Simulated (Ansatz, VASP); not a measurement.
Two plane-wave programs on BaSrInSbO6

```
CELL_PARAMETERS angstrom
0.00000 4.15649 4.15649
4.15649 0.00000 4.15649
4.15649 4.15649 0.00000
ATOMIC_POSITIONS crystal
Ba 0.24993 0.25000 0.25000
Sr 0.74980 0.75001 0.75001
In 0.99822 0.00011 0.00011
Sb 0.49608 0.50025 0.50025
O 0.73888 0.25722 0.25722
O 0.25722 0.73884 0.73884
O 0.75289 0.75733 0.24319
O 0.27125 0.27573 0.72483
O 0.27125 0.72483 0.27573
O 0.75289 0.24319 0.75733
```

Change from the starting cell: mode 27 (613.6 1/cm) frozen in, largest displacement -0.120 Å.

Alike in both runs: task single point; functional PBE; k mesh 6 × 6 × 6; occupations gaussian, width 0.05 eV; no spin polarisation.

|  | VASP | Ansatz |
| --- | --- | --- |
| version | VASP 6.6.1 | Ansatz 0.2.0 |
| potentials or method | VASP PAW PBE potentials, release 64 (Ba_sv, Sr_sv, In_d, Sb, O), cutoff 520 eV | scalar-relativistic, plane waves, PAW |
| valence electrons in the cell | 74 | 84 |

|  | VASP | Ansatz | Ansatz less VASP |
| --- | --- | --- | --- |
| gap on the k mesh at the Fermi level (eV) | 0.85 | 0.90 | +0.055 |
| least direct gap on the mesh (eV) | 0.85 | 0.90 | +0.055 |
| pressure (GPa) | 4.0 | 3.2 | -0.79 |
| traceless stress, the component that is largest in VASP (GPa) | -2.61 | -2.43 | +0.175 |
| rms of the force components (eV/Å) | 1.440 | 1.358 | -0.0822 |

Atom by atom the forces differ by 0.086 eV/Å (rms over components). The functional is the same, so the differences come from potentials, cutoffs and numerics. VASP's potentials hold 74 valence electrons a cell and Ansatz's 84, so a difference there can come from the potentials and not from the codes.

Neither program's run includes spin-orbit coupling.
